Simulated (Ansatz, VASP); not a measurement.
**Ti3W in VASP and in Ansatz**

```
Ti W
1.0
    -1.90514    1.90514    4.58022
     1.90514   -1.90514    4.58022
     1.90514    1.90514   -4.58022
Ti W
3 1
Direct
  0.50000 0.50000 0.00000
  0.25000 0.75000 0.50000
  0.75000 0.25000 0.50000
  0.00000 0.00000 0.00000
```

Alike in both runs: functional PBE; k mesh 6 × 6 × 6; occupations gaussian, width 0.1 eV; no spin polarisation.

Ansatz relaxed the structure, and its values are those at the end. VASP's run is a single point on that final structure, the one shown.

```csv
,VASP,Ansatz
version,VASP 6.6.1,Ansatz 0.2.0
potentials or method,"VASP PAW PBE potentials, release 64 (Ti_sv, W_sv), cutoff 520 eV","scalar-relativistic, plane waves, PAW"
valence electrons in the cell,50,50
```

Ansatz gave:

- gap on the k mesh at the Fermi level (eV): none
- pressure (GPa): 0.2

Question: Estimate VASP's values.

Answer: gap on the k mesh at the Fermi level (eV): none; pressure (GPa): 0.0.

A gap of «none» marks a metal or a gap that the smearing closes. The functional is the same, so the differences come from potentials, cutoffs and numerics.

The k mesh is coarse, so the values compare programs but aren't converged. Neither program's run includes spin-orbit coupling.
